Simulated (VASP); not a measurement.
Set up this calculation in VASP 6.6.1, as the native input.

```yaml
Task: single point
Functional: LDA
Potentials_or_basis: VASP PAW LDA potentials, release 64 (Bi_d, Te)
Cutoff: 520 eV
k_mesh: 14 × 14 × 14
Occupations: gaussian, width 0.15 eV
Spin: no spin polarisation
Dipole_correction: no
Further_INCAR_settings: ALGO = Normal; EDIFF = 1e-06; NBANDS = 18
```

The structure of BiTe lies in POSCAR:

```
BiTe
1.0
    1.7117474677      4.2793686693      4.2793686693
    4.2793686693      1.7117474677      4.2793686693
    4.2793686693      4.2793686693      1.7117474677
Bi Te
1 1
Direct
    0.0000000000      0.0000000000      0.0000000000
    0.5000000000      0.5000000000      0.5000000000
```

This cell differs from its parent crystal: ratio of the length along [111] to the lengths across it x 2.0, volume and fractional coordinates fixed.

One way to write it, as run:

INCAR

```
PREC = Accurate
ENCUT = 520
EDIFF = 1E-6
ISMEAR = 0
SIGMA = 0.15
LREAL = F
LASPH = T
NELM = 60
ALGO = Normal
ISIF = 2
LWAVE = F
LCHARG = T
LELF = T
LVHAR = T
NBANDS = 18
```

KPOINTS

```
regular mesh
0
Gamma
  14 14 14
```

Potentials or basis: VASP PAW LDA potentials, release 64 (Bi_d, Te).

Run with:

```console
$ cat potpaw_LDA.64/Bi_d/POTCAR potpaw_LDA.64/Te/POTCAR > POTCAR
$ mpirun -np 1 vasp_std > vasp.out
```

It gave:

| Property | Result |
| --- | --- |
| Pressure | -7.7 GPa |
| Band gap on the k mesh | zero (an odd number of electrons rules out a gap without spin polarisation) |

Caveat: the cell stands under tension; spin-orbit coupling is left out, which moves the levels of the heavy elements.

It took 6.8 min on 1 thread of Intel(R) Xeon(R) 6975P-C (Granite Rapids), with other jobs on the host, peak memory 0.52 GiB.
